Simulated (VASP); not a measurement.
Crystal: CdSe.

```xyz
2
Lattice="0.0000 3.0703 3.0703 3.0703 0.0000 3.0703 3.0703 3.0703 0.0000" Properties=species:S:1:pos:R:3 pbc="T T T"
Cd    0.0000    0.0000    0.0000
Se    1.5351    1.5351    1.5351
```

- Program: VASP 6.6.1
- Task: relaxation of cell and atoms
- Functional: LDA
- Potentials or basis: VASP PAW LDA potentials, release 64 (Cd, Se)
- Cutoff: 500 eV
- k mesh: 5 × 5 × 5
- Occupations: gaussian, width 0.01 eV
- Spin: no spin polarisation

At the start: pressure -2.8 GPa; volume 28.94 Å³/atom.

**Question.** How do energy, volume and symmetry change on relaxing?

**Answer.** Over 3 steps the energy falls by 14.8 meV/atom and the volume is 27.36 Å³/atom (-5.5 %); space group F-43m (No. 216, to 0.1 Å) before and after.

Step by step:
```tsv
step	energy change (eV)	largest force (eV/Å)	pressure (GPa)	volume (Å³)
1	0.0000	0.0000	-2.85	57.88
2	-0.0259	0.0000	1.16	53.68
3	-0.0296	0.0000	0.00	54.72
```

Final structure:
```
CELL_PARAMETERS angstrom
0.00000 3.01325 3.01325
3.01325 0.00000 3.01325
3.01325 3.01325 0.00000
ATOMIC_POSITIONS crystal
Cd 0.00000 0.00000 0.00000
Se 0.25000 0.25000 0.25000
```
